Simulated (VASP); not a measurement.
# TaGaMo3 (Pm-3m) in VASP: a series of runs

The runs below take TaGaMo3 through single point, relaxation of cell and atoms, with PBE.

Program: VASP 6.6.1. These are calculated values, not measurements. Logs are shortened: lines on timing, memory, paths and dates and some standing lists are left out, and cuts for length are marked.

### 1 The cell of the first run

It takes space group Pm-3m (No. 221, cubic). The conventional cell has a = 4.552 Å, b = 4.552 Å, c = 4.552 Å, α = 90.00°, β = 90.00°, γ = 90.00°. Ta (site symmetry m-3m) has 12 Mo at 3.22 Å and 8 Ga at 3.94 Å within 4.2 Å. Within 3.0 Å of Ga (site symmetry m-3m) lie 6 Mo at 2.28 Å. Mo (site symmetry 4/mmm) has 2 Ga at 2.28 Å within 3.0 Å.

### 2 Single point, PBE

INCAR reads:

```
  ALGO = Normal
  EDIFF = 1E-6
  ENCUT = 520
  GGA = PE
  ISIF = 2
  ISMEAR = 0
  LASPH = T
  LCHARG = F
  LREAL = F
  LWAVE = F
  NBANDS = 41
  NELM = 100
  PREC = Accurate
  SIGMA = 0.1
```

KPOINTS reads:

```
k-points
0
Gamma
  4 4 4
```

POSCAR reads:

```
TaGaMo3
1.0
    4.5520330003      0.0000000000      0.0000000000
    0.0000000000      4.5520330003      0.0000000000
    0.0000000000      0.0000000000      4.5520330003
Ta Ga Mo
1 1 3
Direct
    0.0000000000      0.0000000000      0.0000000000
    0.5000000000      0.5000000000      0.5000000000
    0.0000000000      0.5000000000      0.5000000000
    0.5000000000      0.0000000000      0.5000000000
    0.5000000000      0.5000000000      0.0000000000
```

Potentials or basis: VASP PAW PBE potentials, release 64 (Ta_pv, Ga_d, Mo_sv).

On the command line:

```
$ cat potpaw_PBE.64/Ta_pv/POTCAR potpaw_PBE.64/Ga_d/POTCAR potpaw_PBE.64/Mo_sv/POTCAR > POTCAR
$ mpirun -np 1 vasp_std > vasp.out
```

OUTCAR:

```text
EDIFF = 1E-6
   ENCUT = 520
   GGA = PE
   ISIF = 2
   ISMEAR = 0
   LASPH = T
   LREAL = F
   NELM = 100
   PREC = Accurate

 ion  position               nearest neighbor table
   1  0.000  0.000  0.000-   3 3.22   4 3.22   5 3.22   3 3.22   4 3.22   3 3.22   5 3.22   3 3.22
                             4 3.22   5 3.22   4 3.22   5 3.22
   2  0.500  0.500  0.500-   3 2.28   4 2.28   5 2.28   5 2.28   4 2.28   3 2.28
   3  0.000  0.500  0.500-   2 2.28   2 2.28   4 3.22   5 3.22   1 3.22   5 3.22   1 3.22   4 3.22
                             1 3.22   1 3.22   4 3.22   5 3.22   5 3.22   4 3.22
   4  0.500  0.000  0.500-   2 2.28   2 2.28   3 3.22   5 3.22   1 3.22   5 3.22   1 3.22   3 3.22
                             5 3.22   5 3.22   1 3.22   3 3.22   1 3.22   3 3.22
   5  0.500  0.500  0.000-   2 2.28   2 2.28   3 3.22   4 3.22   1 3.22   3 3.22   4 3.22   1 3.22
                             4 3.22   4 3.22   1 3.22   3 3.22   3 3.22   1 3.22

  LATTYP: Found a simple cubic cell.
 ALAT       =     4.5520330003

  Lattice vectors:

 A1 = (   4.5520330003,   0.0000000000,   0.0000000000)
 A2 = (   0.0000000000,   4.5520330003,   0.0000000000)
 A3 = (   0.0000000000,   0.0000000000,   4.5520330003)

Analysis of symmetry for initial positions (statically):
=====================================================================
 Subroutine PRICEL returns:
 Original cell was already a primitive cell.

 Routine SETGRP: Setting up the symmetry group for a
 simple cubic supercell.

 Subroutine GETGRP returns: Found 48 space group operations
 (whereof 48 operations were pure point group operations)
 out of a pool of 48 trial point group operations.

The static configuration has the point symmetry O_h .

Analysis of symmetry for dynamics (positions and initial velocities):
=====================================================================
 Subroutine PRICEL returns:
 Original cell was already a primitive cell.

 Routine SETGRP: Setting up the symmetry group for a
 simple cubic supercell.

 Subroutine GETGRP returns: Found 48 space group operations
 (whereof 48 operations were pure point group operations)
 out of a pool of 48 trial point group operations.

The dynamic configuration has the point symmetry O_h .

 Subroutine INISYM returns: Found 48 space group operations
 (whereof 48 operations are pure point group operations),
 and found     1 'primitive' translations

----------------------------------------------------------------------------------------

                                     Primitive cell

  volume of cell :      94.3227

  direct lattice vectors                    reciprocal lattice vectors
     4.552033000  0.000000000  0.000000000     0.219682063  0.000000000  0.000000000
     0.000000000  4.552033000  0.000000000     0.000000000  0.219682063  0.000000000
     0.000000000  0.000000000  4.552033000     0.000000000  0.000000000  0.219682063

  length of vectors
     4.552033000  4.552033000  4.552033000     0.219682063  0.219682063  0.219682063

  position of ions in fractional coordinates (direct lattice)
     0.000000000  0.000000000  0.000000000
     0.500000000  0.500000000  0.500000000
     0.000000000  0.500000000  0.500000000
     0.500000000  0.000000000  0.500000000
     0.500000000  0.500000000  0.000000000

  ion indices of the primitive-cell ions
   primitive index   ion index
                 1           1
                 2           2
                 3           3
                 4           4
                 5           5

----------------------------------------------------------------------------------------

 KPOINTS: k-points

Automatic generation of k-mesh.
 Grid dimensions read from file:
 generate k-points for:    4    4    4

 Generating k-lattice:

  Cartesian coordinates                     Fractional coordinates (reciprocal lattice)
     0.054920516  0.000000000  0.000000000     0.250000000  0.000000000  0.000000000
     0.000000000  0.054920516  0.000000000     0.000000000  0.250000000  0.000000000
     0.000000000  0.000000000  0.054920516     0.000000000  0.000000000  0.250000000

  Length of vectors
     0.054920516  0.054920516  0.054920516

  Shift w.r.t. Gamma in fractional coordinates (k-lattice)
     0.000000000  0.000000000  0.000000000

 Subroutine IBZKPT returns following result:
 ===========================================

 Found     10 irreducible k-points:

 Following reciprocal coordinates:
            Coordinates               Weight
  0.000000  0.000000  0.000000      1.000000
  0.250000  0.000000  0.000000      6.000000
  0.500000  0.000000  0.000000      3.000000
  0.250000  0.250000  0.000000     12.000000
  0.500000  0.250000  0.000000     12.000000
  0.500000  0.500000  0.000000      3.000000
  0.250000  0.250000  0.250000      8.000000
  0.500000  0.250000  0.250000     12.000000
  0.500000  0.500000  0.250000      6.000000
  0.500000  0.500000  0.500000      1.000000
   k-points           NKPTS =     10   k-points in BZ     NKDIM =     10   number of bands    NBANDS=     41
   number of dos      NEDOS =    301   number of ions     NIONS =      5
   total plane-waves  NPLWV =  46656
   dimension x,y,z NGX =    36 NGY =   36 NGZ =   36
   dimension x,y,z NGXF=    72 NGYF=   72 NGZF=   72
   ions per type =               1   1   3
   NGX,Y,Z   is equivalent  to a cutoff of  13.15, 13.15, 13.15 a.u.
   NGXF,Y,Z  is equivalent  to a cutoff of  26.30, 26.30, 26.30 a.u.
 SYSTEM =  unknown system
   PREC   = accura    normal or accurate (medium, high low for compatibility)
   ISTART =      0    job   : 0-new  1-cont  2-samecut
   ICHARG =      2    charge: 1-file 2-atom 10-const
   ISPIN  =      1    spin polarized calculation?
   LNONCOLLINEAR =      F non collinear calculations
   LSORBIT =      F    spin-orbit coupling
   LASPH  =      T    aspherical Exc in radial PAW
   ENCUT  =  520.0 eV  38.22 Ry    6.18 a.u.   8.46  8.46  8.46*2*pi/ulx,y,z
   NELM   =    100;   NELMIN=  2; NELMDL= -5     # of ELM steps
   EDIFF  = 0.1E-05   stopping-criterion for ELM
   LREAL  =      F    real-space projection
   EDIFFG = 0.1E-04   stopping-criterion for IOM
   NSW    =      0    number of steps for IOM
   IBRION =     -1    ionic relax: 0-MD 1-quasi-New 2-CG
   NFREE  =      0    steps in history (QN), initial steepest desc. (CG)
   ISIF   =      2    stress and relaxation
   ISYM   =      2    0-nonsym 1-usesym 2-fastsym
   POTIM  = 0.5000    time-step for ionic-motion
   TEBEG  =    0.0;   TEEND  =   0.0 temperature during run
   PSTRESS=    0.0 pullay stress
   NELECT =      66.0000    total number of electrons
   NUPDOWN=      -1.0000    fix difference up-down
   EMIN   =  10.00;   EMAX   =-10.00  energy-range for DOS
   EFERMI =   0.00;   METHOD = LEGACY
   ISMEAR =     0;   SIGMA  =   0.10  broadening in eV -4-tet -1-fermi 0-gaus
   EFERMI_NEDOS =   21; number of points for ismear=-14 and -15
   IALGO  =     38    algorithm
   IMIX   =      4    mixing-type and parameters
     AMIX     =   0.40;   BMIX     =  1.00
     AMIX_MAG =   1.60;   BMIX_MAG =  1.00
  volume/ion in A,a.u.               =      18.86       127.30
  Fermi-wavevector in a.u.,A,eV,Ry     =   1.453396  2.746521 28.740417  2.112361
  Thomas-Fermi vector in A             =   2.570668
   LORBIT       =      0    0 simple, 1 ext, 2 COOP (PROOUT), +10 PAW based schemes
   GGA     = PE    functional components
   LHFCALC =     F    Hartree Fock is set to
   AEXX    =    0.0000 exact exchange contribution
   IVDW    =     0    specifies the selected vdW correction
   LEPSILON=     F    determine dielectric tensor
   LRPA    =     F    only Hartree local field effects (RPA)
 non-spin polarized calculation
 Gauss-broadening in eV      SIGMA  =   0.10
  energy-cutoff  :      520.00
  volume of cell :       94.32
 maximum number of plane-waves:      2560
 NGX is ok and might be reduce to    36
   NGX = 17   NGY = 17   NGZ = 17

 number of electron      66.0000033 magnetization

 Free energy of the ion-electron system (eV)
  ---------------------------------------------------
  ext. energy  EPLUGINS =         0.00000000
  ---------------------------------------------------
  free energy    TOTEN  =       -40.45969500 eV

  energy without entropy =      -40.42001384  energy(sigma->0) =      -40.43985442

 E-fermi :   7.6514     XC(G=0): -12.0118

 val. band max:        7.6267333194   @ k =   0.2500   0.0000   0.0000
 cond. band min:       7.6692107885   @ k =   0.2500   0.2500   0.0000
 fundamental gap:      0.0424774691
 Fermi energy:         7.6514001112

 k-point     1 :       0.0000    0.0000    0.0000
  band No.  band energies     occupation
      1     -53.1562      2.00000
      2     -53.1073      2.00000
      3     -53.1073      2.00000
      4     -27.4796      2.00000
      5     -27.4796      2.00000
      6     -27.4796      2.00000
[... 33 lines left out ...]
     40      10.4644      0.00000
     41      10.4645      0.00000

 k-point     2 :       0.2500    0.0000    0.0000
  band No.  band energies     occupation
      1     -53.1499      2.00000
      2     -53.1135      2.00000
      3     -53.1072      2.00000
      4     -27.4505      2.00000
      5     -27.4505      2.00000
      6     -27.4437      2.00000
[... 33 lines left out ...]
     40      10.0402      0.00000
     41      10.2269      0.00000

 k-point     3 :       0.5000    0.0000    0.0000
  band No.  band energies     occupation
      1     -53.1399      2.00000
      2     -53.1235      2.00000
      3     -53.1072      2.00000
      4     -27.3998      2.00000
      5     -27.3989      2.00000
      6     -27.3989      2.00000
[... 33 lines left out ...]
     40      10.0224      0.00000
     41      10.0416      0.00000

 k-point     4 :       0.2500    0.2500    0.0000
  band No.  band energies     occupation
      1     -53.1444      2.00000
      2     -53.1154      2.00000
      3     -53.1108      2.00000
      4     -27.4708      2.00000
      5     -27.4243      2.00000
      6     -27.4153      2.00000
[... 33 lines left out ...]
     40       9.8743      0.00000
     41      10.7083      0.00000

 k-point     5 :       0.5000    0.2500    0.0000
  band No.  band energies     occupation
      1     -53.1351      2.00000
      2     -53.1234      2.00000
      3     -53.1120      2.00000
      4     -27.4832      2.00000
      5     -27.3818      2.00000
      6     -27.3724      2.00000
[... 33 lines left out ...]
     40       9.8703      0.00000
     41      10.2173      0.00000

 k-point     6 :       0.5000    0.5000    0.0000
  band No.  band energies     occupation
      1     -53.1235      2.00000
      2     -53.1234      2.00000
      3     -53.1234      2.00000
      4     -27.5214      2.00000
      5     -27.3798      2.00000
      6     -27.3798      2.00000
[... 33 lines left out ...]
     40       9.2097      0.00000
     41      10.6301      0.00000

 k-point     7 :       0.2500    0.2500    0.2500
  band No.  band energies     occupation
      1     -53.1398      2.00000
      2     -53.1153      2.00000
      3     -53.1153      2.00000
      4     -27.5207      2.00000
      5     -27.4138      2.00000
      6     -27.4138      2.00000
[... 33 lines left out ...]
     40      10.2566      0.00000
     41      10.3470      0.00000

 k-point     8 :       0.5000    0.2500    0.2500
  band No.  band energies     occupation
      1     -53.1316      2.00000
      2     -53.1234      2.00000
      3     -53.1153      2.00000
      4     -27.5514      2.00000
      5     -27.4125      2.00000
      6     -27.3962      2.00000
[... 33 lines left out ...]
     40       9.9343      0.00000
     41      10.0945      0.00000

 k-point     9 :       0.5000    0.5000    0.2500
  band No.  band energies     occupation
      1     -53.1234      2.00000
      2     -53.1234      2.00000
      3     -53.1234      2.00000
      4     -27.5951      2.00000
      5     -27.4222      2.00000
      6     -27.4222      2.00000
[... 33 lines left out ...]
     40      10.0964      0.00000
     41      10.4009      0.00000

 k-point    10 :       0.5000    0.5000    0.5000
  band No.  band energies     occupation
      1     -53.1233      2.00000
      2     -53.1233      2.00000
      3     -53.1233      2.00000
      4     -27.6467      2.00000
      5     -27.4555      2.00000
      6     -27.4555      2.00000
[... 33 lines left out ...]
     40      10.0821      0.00000
     41      10.0826      0.00000

------------------------ aborting loop because EDIFF is reached ----------------------------------------

  FORCE on cell =-STRESS in cart. coord.  units (eV):
  Direction    XX          YY          ZZ          XY          YZ          ZX
  --------------------------------------------------------------------------------------
  -------------------------------------------------------------------------------------
  Total        0.3918118      0.3918118      0.3918118      0.0000000      0.0000000     -0.0000000
  in kB        6.6553647      6.6553647      6.6553647      0.0000000      0.0000000     -0.0000000
  external PRESSURE =       6.6553647 kB  Pullay stress =       0.0000000 kB

 VOLUME and BASIS-vectors are now :
 -----------------------------------------------------------------------------
  energy-cutoff  :      520.00
  volume of cell :       94.32
      direct lattice vectors                 reciprocal lattice vectors
     4.552033000  0.000000000  0.000000000     0.219682063  0.000000000  0.000000000
     0.000000000  4.552033000  0.000000000     0.000000000  0.219682063  0.000000000
     0.000000000  0.000000000  4.552033000     0.000000000  0.000000000  0.219682063

 POSITION                                       TOTAL-FORCE (eV/Angst)
 -----------------------------------------------------------------------------------
      0.00000      0.00000      0.00000         0.000000      0.000000      0.000000
      2.27602      2.27602      2.27602         0.000000      0.000000      0.000000
      0.00000      2.27602      2.27602         0.000000      0.000000      0.000000
      2.27602      0.00000      2.27602         0.000000      0.000000      0.000000
      2.27602      2.27602      0.00000         0.000000      0.000000      0.000000
 -----------------------------------------------------------------------------------
    total drift:                                0.000000      0.000000      0.000000

  FREE ENERGIE OF THE ION-ELECTRON SYSTEM (eV)
  ---------------------------------------------------
  free  energy   TOTEN  =       -40.4596950042 eV

  energy  without entropy=      -40.4200138353  energy(sigma->0) =      -40.43985442
```

It took 23 s on 1 thread of Intel Xeon 6975P-C (Granite Rapids), shared host; peak memory 0.22 GiB.

What came out:

```
Free energy            : -40.4597 eV
Pressure               : 0.7 GPa
Band gap on the k mesh : zero (band 33 reaches 8.21 eV, above the bottom of band 34 at 7.13 eV)
```

Caveat: spin-orbit coupling is left out, which moves the levels of the heavy elements.

### 3 Single point, PBE

INCAR reads:

```
SYSTEM = TaGaMo3
  PREC = Accurate
  ENCUT = 520
  EDIFF = 1E-6
  ISMEAR = 0
  SIGMA = 0.1
  LREAL = .False.
  LASPH = .True.
  NELM = 100
  ALGO = Fast
  ISIF = 2
  LWAVE = .False.
  LCHARG = .True.
  GGA = PE
  LELF = .True.
  LVHAR = .True.
  NBANDS = 41
```

KPOINTS reads:

```
regular mesh
0
Gamma
  8 8 8
  0 0 0
```

POSCAR is that of step 2.

Potentials or basis: VASP PAW PBE potentials, release 64 (Ta_pv, Ga_d, Mo_sv).

On the command line:

```
$ cat potpaw_PBE.64/Ta_pv/POTCAR potpaw_PBE.64/Ga_d/POTCAR potpaw_PBE.64/Mo_sv/POTCAR > POTCAR
$ mpirun -np 1 vasp_std > vasp.out
```

Run time: 2.8 min. Hardware: 1 thread of Intel Xeon 6975P-C (Granite Rapids), shared host; peak memory 0.29 GiB.

The run converged. Its results:

```yaml
Free_energy: -40.4463 eV
Pressure: 0.6 GPa
Band_gap_on_the_k_mesh: zero (band 33 reaches 8.21 eV, above the bottom of band 34 at 7.05 eV)
```

Levels at points of the mesh, in eV from the Fermi level:
```csv
k point,band 31,band 32,band 33,band 34,band 35,band 36
"(0.00, 0.00, 0.00)",0.40,0.40,0.40,1.00,1.00,2.34
"(0.50, 0.00, 0.00)",-1.46,-0.06,0.60,0.60,0.78,1.06
"(0.50, 0.50, 0.00)",-1.32,-0.64,-0.49,-0.49,0.44,0.67
"(0.50, 0.50, 0.50)",-0.69,-0.11,-0.11,0.45,0.45,0.45
```

Caveat: spin-orbit coupling is left out, which moves the levels of the heavy elements.

### 4 Relaxation of cell and atoms, PBE

This run uses another cell than the first one, of 16.02 Å³/atom, 0.849 times its volume.

INCAR reads:

```
SYSTEM = TaGaMo3
PREC = Accurate
ENCUT = 600
EDIFF = 1E-6
ISMEAR = 0
SIGMA = 0.1
LREAL = .FALSE.
LASPH = .TRUE.
NELM = 100
ALGO = Fast
ISIF = 3
LWAVE = .FALSE.
LCHARG = .FALSE.
GGA = PE
IBRION = 2
NSW = 90
EDIFFG = -0.04
```

KPOINTS reads:

```
Automatic mesh
0
G
  4 4 4
  0 0 0
```

POSCAR: that of step 3 with these lines changed.

```diff
@@ -2,5 +2,5 @@
 1.0
-    4.5520330003      0.0000000000      0.0000000000
-    0.0000000000      4.5520330003      0.0000000000
-    0.0000000000      0.0000000000      4.5520330003
+    4.3103245600      0.0000000000      0.0000000000
+    0.0000000000      4.3103245600      0.0000000000
+    0.0000000000      0.0000000000      4.3103245600
 Ta Ga Mo
```

On the command line:

```
$ cat potpaw_PBE.64/Ta_pv/POTCAR potpaw_PBE.64/Ga_d/POTCAR potpaw_PBE.64/Mo_sv/POTCAR > POTCAR
$ mpirun -np 1 vasp_std > vasp.out
```

It took 5 min on 1 thread of Intel Xeon 6975P-C (Granite Rapids), shared host; peak memory 0.24 GiB.

It converged, with:

```yaml
Free_energy: -40.4518 eV
Relaxed_volume: 18.94 Å³/atom
Relaxed_cell: a = 4.558 Å, b = 4.558 Å, c = 4.558 Å, α = 90.00°, β = 90.00°, γ = 90.00°
Space_group_after_relaxing_to_0.05_Å: Pm-3m (No. 221)
Energy_gained_by_relaxing: 319.2 meV/atom
Ionic_steps: 5
Pressure_after_relaxing: 0.0 GPa
Band_gap_on_the_k_mesh: zero (band 33 reaches 8.17 eV, above the bottom of band 34 at 7.09 eV)
```

Step by step:
```tsv
step	energy change (eV)	largest force (eV/Å)	pressure (GPa)	volume (Å³)
1	0.0000	0.0000	40.80	80.08
2	3.4488	0.0000	-26.23	137.27
3	-1.5768	0.0000	-3.20	96.59
4	-1.5952	0.0000	-0.68	95.08
5	-1.5960	0.0000	-0.01	94.70
```

Final structure:
```
CELL_PARAMETERS angstrom
4.55804 0.00000 0.00000
0.00000 4.55804 0.00000
0.00000 0.00000 4.55804
ATOMIC_POSITIONS crystal
Ta 0.00000 0.00000 0.00000
Ga 0.50000 0.50000 0.50000
Mo 0.00000 0.50000 0.50000
Mo 0.50000 0.00000 0.50000
Mo 0.50000 0.50000 0.00000
```

Levels at points of the mesh, in eV from the Fermi level:
```
           k point  band 29  band 30  band 31  band 32  band 33  band 34  band 35  band 36  band 37  band 38
(0.00, 0.00, 0.00)    -0.42    -0.42     0.36     0.36     0.36     0.96     0.96     2.29     2.37     2.37
(0.50, 0.00, 0.00)    -1.50    -1.49    -1.49    -0.10     0.56     0.56     0.73     1.03     1.03     1.11
(0.50, 0.50, 0.00)    -1.36    -1.34    -1.34    -0.67    -0.52    -0.52     0.39     0.64     1.04     1.38
(0.50, 0.50, 0.50)    -0.72    -0.72    -0.72    -0.14    -0.14     0.41     0.41     0.41     2.13     2.13
```

Caveat: the k points lie up to 0.34 Å⁻¹ apart in the final cell; the volume moved by over 15 % at a fixed basis, so the end points are rough; spin-orbit coupling is left out, which moves the levels of the heavy elements.

### 5 Overview

| task | cell | k mesh | cutoff (eV) | gap on the mesh (eV) | pressure (GPa) |
| --- | --- | --- | --- | --- | --- |
| single point | a = 4.552 Å, 5 atoms | 4 × 4 × 4 | 520 | none | 0.7 |
| single point | a = 4.552 Å, 5 atoms | 8 × 8 × 8 | 520 | none | 0.6 |
| relaxation of cell and atoms | relaxed from a = 4.310 Å, 5 atoms | 4 × 4 × 4 | 600 | none | 0.0 |

Alike in all rows: level PBE; potentials or basis VASP PAW PBE potentials, release 64 (Ta_pv, Ga_d, Mo_sv); no spin polarisation; smearing gaussian 0.1 eV.

Caveats: some runs use coarse meshes; spin-orbit coupling is left out, which moves the levels of the heavy elements; the volume moved by over 15 % at a fixed basis, so the end points are rough (some runs).

Total energies depend on the potentials used, so only differences within one code and one set of settings carry meaning.
